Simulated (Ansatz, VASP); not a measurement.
## TaTeS in VASP and in Ansatz

```xyz
3
Lattice="3.5424 0.0000 0.0000 -1.7712 3.0678 0.0000 0.0000 0.0000 30.6641" Properties=species:S:1:pos:R:3 pbc="T T T"
Ta    0.0000    0.0000    8.7554
Te    1.7712    1.0226   10.6898
S     0.0000    2.0452    7.3568
```

Alike in both runs: functional PBE; k mesh 18 × 18 × 1; occupations gaussian, width 0.1 eV; collinear spin.

Ansatz relaxed the structure, and its values are those at the end. VASP's run is a single point on that final structure, the one shown.

```csv
,VASP,Ansatz
version,VASP 6.6.1,Ansatz 0.2.0
potentials or method,"VASP PAW PBE potentials, release 64 (Ta_pv, Te, S), cutoff 520 eV","scalar-relativistic, plane waves, PAW"
valence electrons in the cell,23,35
```

Ansatz gave:

* gap on the k mesh at the Fermi level (eV): none
* rms of the force components (eV/Å): 0.002
* net moment per atom (μB): 0.00

**Question.** What did VASP give for the same quantities?

**Answer.** gap on the k mesh at the Fermi level (eV): none; rms of the force components (eV/Å): 0.008; net moment per atom (μB): 0.00.

A gap of «none» marks a metal or a gap that the smearing closes. The functional is the same, so the differences come from potentials, cutoffs and numerics. VASP's potentials hold 23 valence electrons a cell and Ansatz's 35, so a difference there can come from the potentials and not from the codes. Ansatz's warnings: seeded moment not kept, structure snapped to symmetry, xc potential rough in thin density.

Neither program's run includes spin-orbit coupling.
